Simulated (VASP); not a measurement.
# CoSi2 (Fm-3m) in VASP: further runs

Aim: see how the results for CoSi2 move with the level of theory and the settings. Levels: PBE, LDA. Tasks: relaxation of cell and atoms.

Everything below comes from runs of VASP 6.6.1. Logs are shortened: lines on timing, memory, paths and dates and some standing lists are left out, and cuts for length are marked.

## Step 1: The cell of the first run

The structure is cubic, space group Fm-3m (No. 225). Conventional cell: a = 5.377 Å, b = 5.377 Å, c = 5.377 Å, α = 90.00°, β = 90.00°, γ = 90.00°. Within 3.1 Å of Co (site symmetry m-3m) lie 8 Si at 2.33 Å. Within 3.1 Å of Si (site symmetry -43m) lie 4 Co at 2.33 Å and 6 Si at 2.69 Å.

## Step 2: Relaxation of cell and atoms, PBE, target pressure -1 GPa, at which the enthalpy is minimised

The input, INCAR:

```
  PREC = Accurate
  ENCUT = 600
  EDIFF = 1E-7
  ISMEAR = 0
  SIGMA = 0.1
  LREAL = False
  LASPH = True
  NELM = 80
  ALGO = Normal
  ISIF = 3
  LWAVE = False
  LCHARG = False
  GGA = PE
  IBRION = 2
  NSW = 70
  EDIFFG = -0.008
  PSTRESS = -10.0
```

The input, KPOINTS:

```
regular mesh
0
Gamma
  14 14 14
```

The input, POSCAR:

```
CoSi2
1.0
    0.0000000000      2.6887028375      2.6887028375
    2.6887028375      0.0000000000      2.6887028375
    2.6887028375      2.6887028375      0.0000000000
Co Si
1 2
Direct
    0.0000000000      0.0000000000      0.0000000000
    0.2500000000      0.2500000000      0.2500000000
    0.7500000000      0.7500000000      0.7500000000
```

Potentials or basis: VASP PAW PBE potentials, release 64 (Co, Si).

On the command line:

```bash
cat potpaw_PBE.64/Co/POTCAR potpaw_PBE.64/Si/POTCAR > POTCAR
mpirun -np 1 vasp_std > vasp.out
```

OUTCAR:

```text
PREC = Accurate
   ENCUT = 600
   EDIFF = 1E-7
   ISMEAR = 0
   LREAL = False
   LASPH = True
   NELM = 80
   ISIF = 3
   GGA = PE
   IBRION = 2
   NSW = 70
   EDIFFG = -0.008
   PSTRESS = -10.0

 ion  position               nearest neighbor table
   1  0.000  0.000  0.000-   2 2.33   3 2.33   3 2.33   3 2.33   3 2.33   2 2.33   2 2.33   2 2.33

   2  0.250  0.250  0.250-   1 2.33   1 2.33   1 2.33   1 2.33   3 2.69   3 2.69   3 2.69   3 2.69
                             3 2.69   3 2.69
   3  0.750  0.750  0.750-   1 2.33   1 2.33   1 2.33   1 2.33   2 2.69   2 2.69   2 2.69   2 2.69
                             2 2.69   2 2.69

  LATTYP: Found a face centered cubic cell.
 ALAT       =     5.3774056750

  Lattice vectors:

 A1 = (   0.0000000000,   2.6887028375,   2.6887028375)
 A2 = (   2.6887028375,   0.0000000000,   2.6887028375)
 A3 = (   2.6887028375,   2.6887028375,   0.0000000000)

Analysis of symmetry for initial positions (statically):
=====================================================================
 Subroutine PRICEL returns:
 Original cell was already a primitive cell.

 Routine SETGRP: Setting up the symmetry group for a
 face centered cubic supercell.

 Subroutine GETGRP returns: Found 48 space group operations
 (whereof 48 operations were pure point group operations)
 out of a pool of 48 trial point group operations.

The static configuration has the point symmetry O_h .

Analysis of symmetry for dynamics (positions and initial velocities):
=====================================================================
 Subroutine PRICEL returns:
 Original cell was already a primitive cell.

 Routine SETGRP: Setting up the symmetry group for a
 face centered cubic supercell.

 Subroutine GETGRP returns: Found 48 space group operations
 (whereof 48 operations were pure point group operations)
 out of a pool of 48 trial point group operations.

The dynamic configuration has the point symmetry O_h .

 Subroutine INISYM returns: Found 48 space group operations
 (whereof 48 operations are pure point group operations),
 and found     1 'primitive' translations

----------------------------------------------------------------------------------------

                                     Primitive cell

  volume of cell :      38.8739

  direct lattice vectors                    reciprocal lattice vectors
     0.000000000  2.688702838  2.688702838    -0.185963281  0.185963281  0.185963281
     2.688702838  0.000000000  2.688702838     0.185963281 -0.185963281  0.185963281
     2.688702838  2.688702838  0.000000000     0.185963281  0.185963281 -0.185963281

  length of vectors
     3.802400018  3.802400018  3.802400018     0.322097850  0.322097850  0.322097850

  position of ions in fractional coordinates (direct lattice)
     0.000000000  0.000000000  0.000000000
     0.250000000  0.250000000  0.250000000
     0.750000000  0.750000000  0.750000000

  ion indices of the primitive-cell ions
   primitive index   ion index
                 1           1
                 2           2
                 3           3

----------------------------------------------------------------------------------------

 KPOINTS: regular mesh

Automatic generation of k-mesh.
 Grid dimensions read from file:
 generate k-points for:   14   14   14

 Generating k-lattice:

  Cartesian coordinates                     Fractional coordinates (reciprocal lattice)
    -0.013283091  0.013283091  0.013283091     0.071428571  0.000000000  0.000000000
     0.013283091 -0.013283091  0.013283091     0.000000000  0.071428571  0.000000000
     0.013283091  0.013283091 -0.013283091     0.000000000  0.000000000  0.071428571

  Length of vectors
     0.023006989  0.023006989  0.023006989

  Shift w.r.t. Gamma in fractional coordinates (k-lattice)
     0.000000000  0.000000000  0.000000000

 Subroutine IBZKPT returns following result:
 ===========================================

 Found    104 irreducible k-points:

 Following reciprocal coordinates:
            Coordinates               Weight
  0.000000  0.000000  0.000000      1.000000
  0.071429  0.000000  0.000000      8.000000
  0.142857  0.000000  0.000000      8.000000
  0.214286  0.000000  0.000000      8.000000
  0.285714  0.000000  0.000000      8.000000
  0.357143  0.000000  0.000000      8.000000
[... 16 lines left out ...]
  0.214286  0.142857  0.000000     24.000000
  0.285714  0.142857  0.000000     24.000000
 [... further k-points ...]
   k-points           NKPTS =    104   k-points in BZ     NKDIM =    104   number of bands    NBANDS=     12
   number of dos      NEDOS =    301   number of ions     NIONS =      3
   total plane-waves  NPLWV =  27000
   dimension x,y,z NGX =    30 NGY =   30 NGZ =   30
   dimension x,y,z NGXF=    60 NGYF=   60 NGZF=   60
   ions per type =               1   2
   NGX,Y,Z   is equivalent  to a cutoff of  13.12, 13.12, 13.12 a.u.
   NGXF,Y,Z  is equivalent  to a cutoff of  26.23, 26.23, 26.23 a.u.
 SYSTEM =  unknown system
   PREC   = accura    normal or accurate (medium, high low for compatibility)
   ISTART =      0    job   : 0-new  1-cont  2-samecut
   ICHARG =      2    charge: 1-file 2-atom 10-const
   ISPIN  =      1    spin polarized calculation?
   LNONCOLLINEAR =      F non collinear calculations
   LSORBIT =      F    spin-orbit coupling
   LASPH  =      T    aspherical Exc in radial PAW
   ENCUT  =  600.0 eV  44.10 Ry    6.64 a.u.   7.59  7.59  7.59*2*pi/ulx,y,z
   NELM   =     80;   NELMIN=  2; NELMDL= -5     # of ELM steps
   EDIFF  = 0.1E-06   stopping-criterion for ELM
   LREAL  =      F    real-space projection
   EDIFFG = -.8E-02   stopping-criterion for IOM
   NSW    =     70    number of steps for IOM
   IBRION =      2    ionic relax: 0-MD 1-quasi-New 2-CG
   NFREE  =      1    steps in history (QN), initial steepest desc. (CG)
   ISIF   =      3    stress and relaxation
   ISYM   =      2    0-nonsym 1-usesym 2-fastsym
   POTIM  = 0.5000    time-step for ionic-motion
   TEBEG  =    0.0;   TEEND  =   0.0 temperature during run
   PSTRESS=  -10.0 pullay stress
   NELECT =      17.0000    total number of electrons
   NUPDOWN=      -1.0000    fix difference up-down
   EMIN   =  10.00;   EMAX   =-10.00  energy-range for DOS
   EFERMI =   0.00;   METHOD = LEGACY
   ISMEAR =     0;   SIGMA  =   0.10  broadening in eV -4-tet -1-fermi 0-gaus
   EFERMI_NEDOS =   21; number of points for ismear=-14 and -15
   IALGO  =     38    algorithm
   IMIX   =      4    mixing-type and parameters
     AMIX     =   0.40;   BMIX     =  1.00
     AMIX_MAG =   1.60;   BMIX_MAG =  1.00
  volume/ion in A,a.u.               =      12.96        87.44
  Fermi-wavevector in a.u.,A,eV,Ry     =   1.242620  2.348211 21.008816  1.544104
  Thomas-Fermi vector in A             =   2.376967
   LORBIT       =      0    0 simple, 1 ext, 2 COOP (PROOUT), +10 PAW based schemes
   GGA     = PE    functional components
   LHFCALC =     F    Hartree Fock is set to
   AEXX    =    0.0000 exact exchange contribution
   IVDW    =     0    specifies the selected vdW correction
   LEPSILON=     F    determine dielectric tensor
   LRPA    =     F    only Hartree local field effects (RPA)
 conjugate gradient relaxation of ions
 non-spin polarized calculation
 Gauss-broadening in eV      SIGMA  =   0.10
  energy-cutoff  :      600.00
  volume of cell :       38.87
 maximum number of plane-waves:      1317
   NGX = 15   NGY = 15   NGZ = 15

--------------------------------------- Ionic step        1  -------------------------------------------

 number of electron      17.0000005 magnetization

 Free energy of the ion-electron system (eV)
  ---------------------------------------------------
  ext. energy  EPLUGINS =         0.00000000
  ---------------------------------------------------
  free energy    TOTEN  =       -19.29496186 eV

  energy without entropy =      -19.28975733  energy(sigma->0) =      -19.29235960

 E-fermi :   9.9434     XC(G=0): -11.6912

 val. band max:        9.9398484752   @ k =   0.4286   0.2143   0.0714
 cond. band min:       9.9637569420   @ k =   0.3571   0.0714   0.0000
 fundamental gap:      0.0239084667
 Fermi energy:         9.9434137890

 k-point     1 :       0.0000    0.0000    0.0000
  band No.  band energies     occupation
      1      -3.0998      2.00000
      2       5.9082      2.00000
      3       5.9082      2.00000
      4       5.9082      2.00000
      5       8.0642      2.00000
      6       8.0642      2.00000
      7      10.5718      0.00000
      8      13.2928      0.00000
      9      13.2928      0.00000
     10      13.2928      0.00000
     11      13.3784      0.00000
     12      13.3784      0.00000

 k-point     2 :       0.0714    0.0000    0.0000
  band No.  band energies     occupation
      1      -3.0230      2.00000
      2       5.7098      2.00000
      3       5.9357      2.00000
      4       5.9357      2.00000
      5       8.0408      2.00000
      6       8.0408      2.00000
      7      10.6587      0.00000
      8      12.0949      0.00000
      9      12.6933      0.00000
     10      12.6933      0.00000
     11      13.9964      0.00000
     12      13.9965      0.00000
[... 399 lines left out ...]
  FREE ENERGIE OF THE ION-ELECTRON SYSTEM (eV)
  ---------------------------------------------------
  free  energy   TOTEN  =       -19.2974302196 eV

  energy  without entropy=      -19.2922667473  energy(sigma->0) =      -19.29484848

  enthalpy is  TOTEN    =       -19.5375862047 eV   P V=       -0.2401559851

--------------------------------------- Ionic step        3  -------------------------------------------

 number of electron      17.0000005 magnetization

 Free energy of the ion-electron system (eV)
  ---------------------------------------------------
  ext. energy  EPLUGINS =         0.00000000
  ---------------------------------------------------
  free energy    TOTEN  =       -19.29675738 eV

  energy without entropy =      -19.29157383  energy(sigma->0) =      -19.29416560

 E-fermi :  10.0126     XC(G=0): -11.7149

 val. band max:       10.0093478213   @ k =   0.4286   0.2143   0.0714
 cond. band min:      10.0315205772   @ k =   0.3571   0.0714   0.0000
 fundamental gap:      0.0221727559
 Fermi energy:        10.0125589901

 k-point     1 :       0.0000    0.0000    0.0000
  band No.  band energies     occupation
      1      -3.0707      2.00000
      2       5.9542      2.00000
      3       5.9542      2.00000
      4       5.9542      2.00000
      5       8.1165      2.00000
      6       8.1165      2.00000
      7      10.6908      0.00000
      8      13.3820      0.00000
      9      13.3820      0.00000
     10      13.3820      0.00000
     11      13.4489      0.00000
     12      13.4489      0.00000

 k-point     2 :       0.0714    0.0000    0.0000
  band No.  band energies     occupation
      1      -2.9936      2.00000
      2       5.7573      2.00000
      3       5.9819      2.00000
      4       5.9819      2.00000
      5       8.0930      2.00000
      6       8.0930      2.00000
      7      10.7727      0.00000
      8      12.1722      0.00000
      9      12.7717      0.00000
     10      12.7717      0.00000
     11      14.0798      0.00000
     12      14.0798      0.00000
[... 352 lines left out ...]
 POSITION                                       TOTAL-FORCE (eV/Angst)
 -----------------------------------------------------------------------------------
      0.00000      0.00000      0.00000         0.000000     -0.000000     -0.000000
      1.34205      1.34205      1.34205         0.000000      0.000000      0.000000
      4.02614      4.02614      4.02614        -0.000000     -0.000000     -0.000000
 -----------------------------------------------------------------------------------
    total drift:                                0.000000     -0.000000     -0.000000

  FREE ENERGIE OF THE ION-ELECTRON SYSTEM (eV)
  ---------------------------------------------------
  free  energy   TOTEN  =       -19.2967573823 eV

  energy  without entropy=      -19.2915738265  energy(sigma->0) =      -19.29416560

  enthalpy is  TOTEN    =       -19.5381439252 eV   P V=       -0.2413865429

 reached required accuracy - stopping structural energy minimisation
```

Run time: 62 s. Hardware: 1 thread of AMD EPYC 9R45 (Zen 5), shared host; peak memory 0.19 GiB.

What came out:

```
Free energy                                                : -19.2968 eV
Relaxed volume                                             : 12.89 Å³/atom
Relaxed cell                                               : a = 3.796 Å, b = 3.796 Å, c = 3.796 Å, α = 60.00°, β = 60.00°, γ = 60.00°
Space group after relaxing (to 0.1 Å)                      : Fm-3m (No. 225)
Energy change on relaxing (the run minimises the enthalpy) : -0.6 meV/atom
Ionic steps                                                : 3
Pressure after relaxing                                    : -1.0 GPa
Band gap on the k mesh                                     : zero (an odd number of electrons rules out a gap without spin polarisation)
```

The path:
```csv
step,energy change (eV),largest force (eV/Å),pressure (GPa),volume (Å³)
1,0.0000,0.0000,-1.87,38.87
2,-0.0025,0.0000,-0.08,38.48
3,-0.0018,0.0000,-1.02,38.67
```

Final structure:
```
Co Si
1.0
     0.00000    2.68409    2.68409
     2.68409    0.00000    2.68409
     2.68409    2.68409    0.00000
Co Si
1 2
Direct
  0.00000 0.00000 0.00000
  0.25000 0.25000 0.25000
  0.75000 0.75000 0.75000
```

Levels at points of the mesh, in eV from the Fermi level:
| k point | band 5 | band 6 | band 7 | band 8 | band 9 | band 10 | band 11 | band 12 |
| --- | --- | --- | --- | --- | --- | --- | --- | --- |
| (0.00, 0.00, 0.00) | -1.90 | -1.90 | 0.68 | 3.37 | 3.37 | 3.37 | 3.44 | 3.44 |
| (0.50, 0.00, 0.00) | -2.17 | -1.62 | -1.62 | -0.48 | -0.48 | 2.66 | 3.38 | 3.38 |
| (0.50, 0.50, 0.00) | -3.65 | -1.95 | -1.95 | -1.90 | -1.33 | 1.53 | 2.91 | 8.53 |

Caveat: the cell is relaxed towards a set pressure, so the run minimises the enthalpy, not the energy; the run has no spin polarisation, though such a crystal can be magnetic. Spin polarisation is off, so any magnetic state and its effect on volume and gap are missing.

(Continued in part 2 of 2.)

The gap in the log of VASP goes by the Fermi energy; the results here count the filled bands.